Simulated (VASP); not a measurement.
Crystal: InCu2.

```xyz
6
Lattice="4.2943 0.0000 0.0000 -2.1471 3.7190 0.0000 0.0000 0.0000 5.2328" Properties=species:S:1:pos:R:3 pbc="T T T"
In    0.0000    2.4793    3.9246
In    2.1471    1.2397    1.3082
Cu    0.0000    2.4793    1.3082
Cu    2.1471    1.2397    3.9246
Cu    0.0000    0.0000    0.0000
Cu    0.0000    0.0000    2.6164
```

| Item | Value |
| --- | --- |
| Program | VASP 6.6.1 |
| Task | relaxation of cell and atoms |
| Functional | r2SCAN |
| Potentials or basis | VASP PAW PBE potentials, release 64 (In_d, Cu) |
| Cutoff | 600 eV |
| k mesh | 6 × 6 × 4 |
| Occupations | gaussian, width 0.1 eV |
| Spin | no spin polarisation |

At the start: pressure 9.6 GPa; volume 13.93 Å³/atom.

Question: How do energy, volume and symmetry change on relaxing?

Answer: Over 6 steps the energy falls by 30.5 meV/atom and the volume is 14.93 Å³/atom (+7.2 %); space group P6_3/mmc (No. 194, to 0.1 Å) before and after.

The path:
```
step  energy change (eV)  largest force (eV/Å)  pressure (GPa)  volume (Å³)
   1              0.0000                0.0000            9.57        83.57
   2             -0.1132                0.0000           -5.07        94.04
   3             -0.1773                0.0000           -0.24        89.84
   4             -0.1773                0.0000            0.19        89.71
   5             -0.1814                0.0000           -0.19        89.65
   6             -0.1828                0.0000           -0.01        89.59
```

Final structure:
```
In Cu
1.0
     4.42932    0.00000    0.00000
    -2.21466    3.83590    0.00000
     0.00000    0.00000    5.27303
In Cu
2 4
Direct
  0.33333 0.66667 0.75000
  0.66667 0.33333 0.25000
  0.33333 0.66667 0.25000
  0.66667 0.33333 0.75000
  0.00000 0.00000 0.00000
  0.00000 0.00000 0.50000
```

Caveat: the PAW data sets were made with another functional, which shifts forces and pressure a little.
